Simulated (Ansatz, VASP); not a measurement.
## Ge: VASP beside Ansatz

INCAR

```
SYSTEM = Ge
ALGO = Normal
EDIFF = 1E-6
ENCUT = 520
GGA = PE
ISIF = 2
ISMEAR = 0
LASPH = .True.
LCHARG = .True.
LELF = .True.
LREAL = .False.
LVHAR = .True.
LWAVE = .False.
NBANDS = 21
NELM = 100
PREC = Accurate
SIGMA = 0.025
```

Contents of KPOINTS:

```
k-points
0
Gamma
  8 8 8
  0 0 0
```

File POSCAR:

```
Ge
1.0
    0.0000000000      2.8289100000      2.8289100000
    2.8289100000      0.0000000000      2.8289100000
    2.8289100000      2.8289100000      0.0000000000
Ge
2
Direct
    0.7500000000      0.7500000000      0.7500000000
    0.5000000000      0.5000000000      0.5000000000
```

The input input.yaml:

```yaml
crystal:
  lattice:
    - [0.0, 2.82891, 2.82891]
    - [2.82891, 0.0, 2.82891]
    - [2.82891, 2.82891, 0.0]
  atoms:
    - { symbol: Ge, position: [0.75, 0.75, 0.75] }
    - { symbol: Ge, position: [0.5, 0.5, 0.5] }
kpoints:
  mp_grid: { grid: [8, 8, 8] }
scf:
  occupations: { method: gaussian, width: 0.025 }
hamiltonian:
  xc: pbe
  pseudopotentials: { kind: all_electron, lapw: { basis_error: 0.001 } }
output:
  forces: true
  stress: true
  eigenvalues: true
```

Alike in both runs: task single point; functional PBE; k mesh 8 × 8 × 8; occupations gaussian, width 0.025 eV; no spin polarisation.

|  | VASP | Ansatz |
| --- | --- | --- |
| version | VASP 6.6.1 | Ansatz 0.2.0 |
| potentials or method | VASP PAW PBE potentials, release 64 (Ge_d), cutoff 520 eV | all-electron LAPW, scalar-relativistic |

```tsv
	VASP	Ansatz	Ansatz less VASP
gap on the k mesh at the Fermi level (eV)	0.03	0.04	+0.001
least direct gap on the mesh (eV)	0.03	0.04	+0.001
pressure (GPa)	3.5	3.6	+0.08
```

Ansatz ran all-electron here, and VASP with PAW potentials.
